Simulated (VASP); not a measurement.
# W (Fm-3m) in VASP: further runs

W is run at these levels: r2SCAN; tasks: single point.

All numbers are computed with VASP 6.6.1; they aren't measurements. Logs are shortened: lines on timing, memory, paths and dates and some standing lists are left out, and cuts for length are marked.

## Step 1: The cell of the first run

The structure is cubic, space group Fm-3m (No. 225). Conventional cell: a = 4.033 Å, b = 4.033 Å, c = 4.033 Å, α = 90.00°, β = 90.00°, γ = 90.00°. Within 3.8 Å of W (site symmetry m-3m) lie 12 W at 2.85 Å.

## Step 2: Single point, r2SCAN

File POSCAR:

```
W
1.0
    0.0000000000      2.0163754284      2.0163754284
    2.0163754284      0.0000000000      2.0163754284
    2.0163754284      2.0163754284      0.0000000000
W
1
Direct
    0.0000000000      0.0000000000      0.0000000000
```

File INCAR.step1:

```
ALGO = Normal
EDIFF = 1E-4
ENCUT = 520
GGA = PE
ISMEAR = -1
LASPH = True
LCHARG = False
LREAL = False
LWAVE = True
NBANDS = 13
NELM = 100
PREC = Accurate
SIGMA = 0.05
```

File INCAR.step2:

```
ALGO = Normal
EDIFF = 1E-6
ENCUT = 520
ISIF = 2
ISMEAR = -1
ISTART = 1
LASPH = True
LCHARG = False
LMIXTAU = True
LREAL = False
LWAVE = False
METAGGA = R2SCAN
NBANDS = 13
NELM = 100
PREC = Accurate
SIGMA = 0.05
```

File KPOINTS:

```
k-points
0
Gamma
  11 11 11
```

Potentials or basis: VASP PAW PBE potentials, release 64 (W_sv).

The run is started by

```
> cat potpaw_PBE.64/W_sv/POTCAR > POTCAR
> cp INCAR.step1 INCAR
> mpirun -np 1 vasp_std > vasp.out
> cp INCAR.step2 INCAR
> mpirun -np 1 vasp_std > vasp.out
```

OUTCAR:

```text
EDIFF = 1E-6
   ENCUT = 520
   ISIF = 2
   ISMEAR = -1
   ISTART = 1
   LASPH = True
   LREAL = False
   METAGGA = R2SCAN
   NELM = 100
   PREC = Accurate

 ion  position               nearest neighbor table
   1  0.000  0.000  0.000-

  LATTYP: Found a face centered cubic cell.
 ALAT       =     4.0327508568

  Lattice vectors:

 A1 = (   0.0000000000,   2.0163754284,   2.0163754284)
 A2 = (   2.0163754284,   0.0000000000,   2.0163754284)
 A3 = (   2.0163754284,   2.0163754284,   0.0000000000)

Analysis of symmetry for initial positions (statically):
=====================================================================
 Subroutine PRICEL returns:
 Original cell was already a primitive cell.

 Routine SETGRP: Setting up the symmetry group for a
 face centered cubic supercell.

 Subroutine GETGRP returns: Found 48 space group operations
 (whereof 48 operations were pure point group operations)
 out of a pool of 48 trial point group operations.

The static configuration has the point symmetry O_h .

Analysis of symmetry for dynamics (positions and initial velocities):
=====================================================================
 Subroutine PRICEL returns:
 Original cell was already a primitive cell.

 Routine SETGRP: Setting up the symmetry group for a
 face centered cubic supercell.

 Subroutine GETGRP returns: Found 48 space group operations
 (whereof 48 operations were pure point group operations)
 out of a pool of 48 trial point group operations.

The dynamic configuration has the point symmetry O_h .

 Subroutine INISYM returns: Found 48 space group operations
 (whereof 48 operations are pure point group operations),
 and found     1 'primitive' translations

----------------------------------------------------------------------------------------

                                     Primitive cell

  volume of cell :      16.3962

  direct lattice vectors                    reciprocal lattice vectors
     0.000000000  2.016375428  2.016375428    -0.247969695  0.247969695  0.247969695
     2.016375428  0.000000000  2.016375428     0.247969695 -0.247969695  0.247969695
     2.016375428  2.016375428  0.000000000     0.247969695  0.247969695 -0.247969695

  length of vectors
     2.851585478  2.851585478  2.851585478     0.429496110  0.429496110  0.429496110

[... 77 lines left out ...]
   NELM   =    100;   NELMIN=  2; NELMDL=  0     # of ELM steps
   EDIFF  = 0.1E-05   stopping-criterion for ELM
   LREAL  =      F    real-space projection
   EDIFFG = 0.1E-04   stopping-criterion for IOM
   NSW    =      0    number of steps for IOM
   IBRION =     -1    ionic relax: 0-MD 1-quasi-New 2-CG
   NFREE  =      0    steps in history (QN), initial steepest desc. (CG)
   ISIF   =      2    stress and relaxation
   ISYM   =      2    0-nonsym 1-usesym 2-fastsym
   POTIM  = 0.5000    time-step for ionic-motion
   TEBEG  =    0.0;   TEEND  =   0.0 temperature during run
   PSTRESS=    0.0 pullay stress
   NELECT =      14.0000    total number of electrons
   NUPDOWN=      -1.0000    fix difference up-down
   EMIN   =  10.00;   EMAX   =-10.00  energy-range for DOS
   EFERMI =   0.00;   METHOD = LEGACY
   ISMEAR =    -1;   SIGMA  =   0.05  broadening in eV -4-tet -1-fermi 0-gaus
   EFERMI_NEDOS =   21; number of points for ismear=-14 and -15
   IALGO  =     38    algorithm
   IMIX   =      4    mixing-type and parameters
     AMIX     =   0.40;   BMIX     =  1.00
     AMIX_MAG =   1.60;   BMIX_MAG =  1.00
  volume/ion in A,a.u.               =      16.40       110.65
  Fermi-wavevector in a.u.,A,eV,Ry     =   1.553112  2.934956 32.819388  2.412157
  Thomas-Fermi vector in A             =   2.657390
   LORBIT       =      0    0 simple, 1 ext, 2 COOP (PROOUT), +10 PAW based schemes
   METAGGA = R2SCAN    functional components
   LHFCALC =     F    Hartree Fock is set to
   AEXX    =    0.0000 exact exchange contribution
   IVDW    =     0    specifies the selected vdW correction
   LEPSILON=     F    determine dielectric tensor
   LRPA    =     F    only Hartree local field effects (RPA)
 non-spin polarized calculation
  energy-cutoff  :      520.00
  volume of cell :       16.40
 maximum number of plane-waves:       459
 NGX is ok and might be reduce to    24
   NGX = 11   NGY = 11   NGZ = 11

 number of electron      14.0000002 magnetization

 Free energy of the ion-electron system (eV)
  ---------------------------------------------------
  ext. energy  EPLUGINS =         0.00000000
  ---------------------------------------------------
  free energy    TOTEN  =       -50.80742516 eV

  energy without entropy =      -50.79841824  energy(sigma->0) =      -50.80292170

 E-fermi :  10.3753     XC(G=0): -14.7344

 val. band max:       10.3740007371   @ k =   0.1818   0.0909   0.0000
 cond. band min:      10.4291674657   @ k =   0.1818   0.0909   0.0000
 fundamental gap:      0.0551667286
 Fermi energy:        10.3753078302

 k-point     1 :       0.0000    0.0000    0.0000
  band No.  band energies     occupation
      1     -65.2512      2.00000
      2     -28.1869      2.00000
      3     -28.1869      2.00000
      4     -28.1869      2.00000
      5       0.8652      2.00000
      6       9.7671      1.99999
      7       9.7671      1.99999
      8       9.7671      1.99999
      9      13.1586      0.00000
     10      13.1586      0.00000
     11      23.7186      0.00000
     12      29.3959      0.00000
     13      29.3959      0.00000
[... 354 lines left out ...]
  band No.  band energies     occupation
      1     -65.1711      2.00000
      2     -28.8758      2.00000
      3     -28.4751      2.00000
      4     -28.2689      2.00000
      5       4.1832      2.00000
      6       8.1109      2.00000
      7       9.7059      2.00000
      8      11.4111      0.00000
      9      11.4686      0.00000
     10      15.1092      0.00000
     11      25.3211      0.00000
     12      28.9481      0.00000
     13      29.9801      0.00000

 [... further k-points ...]
[... 5 lines left out ...]
  --------------------------------------------------------------------------------------
  -------------------------------------------------------------------------------------
  Total       -0.2867444     -0.2867444     -0.2867444      0.0000000      0.0000000      0.0000000
  in kB      -28.0195630    -28.0195630    -28.0195630      0.0000000      0.0000000      0.0000000
  external PRESSURE =     -28.0195630 kB  Pullay stress =       0.0000000 kB

 VOLUME and BASIS-vectors are now :
 -----------------------------------------------------------------------------
  energy-cutoff  :      520.00
  volume of cell :       16.40
      direct lattice vectors                 reciprocal lattice vectors
     0.000000000  2.016375428  2.016375428    -0.247969695  0.247969695  0.247969695
     2.016375428  0.000000000  2.016375428     0.247969695 -0.247969695  0.247969695
     2.016375428  2.016375428  0.000000000     0.247969695  0.247969695 -0.247969695

 POSITION                                       TOTAL-FORCE (eV/Angst)
 -----------------------------------------------------------------------------------
      0.00000      0.00000      0.00000         0.000000      0.000000     -0.000000
 -----------------------------------------------------------------------------------
    total drift:                               -0.000000      0.000000      0.000000

  FREE ENERGIE OF THE ION-ELECTRON SYSTEM (eV)
  ---------------------------------------------------
  free  energy   TOTEN  =       -50.8074251612 eV

  energy  without entropy=      -50.7984182400  energy(sigma->0) =      -50.80292170
```

It took 36 s on 1 thread of AMD EPYC 9R45 (Zen 5), shared host; peak memory 0.12 GiB.

Results:

```yaml
Free_energy: -50.8074 eV
Pressure: -2.8 GPa
Band_gap_on_the_k_mesh: zero (band 7 reaches 12.99 eV, above the bottom of band 8 at 9.77 eV)
```

Caveat: the PAW data sets were made with another functional, which shifts forces and pressure a little; spin-orbit coupling is left out, which moves the levels of the heavy elements.

## Step 3: Single point, r2SCAN

This run uses another cell than the first one, of 16.73 Å³/atom, 1.020 times its volume.

File POSCAR:

```
W
1.0
    0.0000000000      2.0300000000      2.0300000000
    2.0300000000      0.0000000000      2.0300000000
    2.0300000000      2.0300000000      0.0000000000
W
1
Direct
    0.0000000000      0.0000000000      0.0000000000
```

File INCAR.step1:

```
PREC     = Accurate       # precision mode
ENCUT    = 520            # plane-wave cutoff, eV
ISMEAR   = -1             # smearing method
SIGMA    = 0.05           # smearing width, eV
LREAL    = F              # projectors in reciprocal space
LASPH    = T              # aspherical terms in the spheres
NELM     = 100            # most SCF steps
NBANDS   = 13             # bands
GGA      = PE             # functional
ALGO     = Normal         # electronic algorithm
EDIFF    = 1E-4           # SCF threshold, eV
LWAVE    = T              # write WAVECAR
LCHARG   = F              # write CHGCAR
```

File INCAR.step2:

```
PREC     = Accurate       # precision mode
ENCUT    = 520            # plane-wave cutoff, eV
EDIFF    = 1E-7           # SCF threshold, eV
ISMEAR   = -1             # smearing method
SIGMA    = 0.05           # smearing width, eV
LREAL    = F              # projectors in reciprocal space
LASPH    = T              # aspherical terms in the spheres
NELM     = 100            # most SCF steps
ALGO     = Normal         # electronic algorithm
ISIF     = 2              # what is computed and relaxed
LWAVE    = F              # write WAVECAR
LCHARG   = F              # write CHGCAR
METAGGA  = R2SCAN         # meta-GGA
LMIXTAU  = T            
NBANDS   = 13             # bands
ISTART   = 1
```

File KPOINTS:

```
Automatic mesh
0
Gamma
  11 11 11
```

Potentials or basis: VASP PAW PBE potentials, release 64 (W_sv).

The run is started by

```
> cat potpaw_PBE.64/W_sv/POTCAR > POTCAR
> cp INCAR.step1 INCAR
> mpirun -np 1 vasp_std > vasp.out
> cp INCAR.step2 INCAR
> mpirun -np 1 vasp_std > vasp.out
```

Run time: 19 s. Hardware: 1 thread of Intel Xeon 6975P-C (Granite Rapids), shared host; peak memory 0.15 GiB.

It converged, with:

```
Free energy            : -50.7958 eV
Pressure               : -8.4 GPa
Band gap on the k mesh : zero (band 7 reaches 12.60 eV, above the bottom of band 8 at 9.52 eV)
```

Levels at points of the mesh, in eV from the Fermi level:
```csv
k point,band 4,band 5,band 6,band 7,band 8,band 9,band 10,band 11
"(0.00, 0.00, 0.00)",-38.63,-9.41,-0.59,-0.59,-0.59,2.71,2.71,13.32
```

Caveat: the PAW data sets were made with another functional, which shifts forces and pressure a little; spin-orbit coupling is left out, which moves the levels of the heavy elements.

(Part 1 of 2 ends here.)
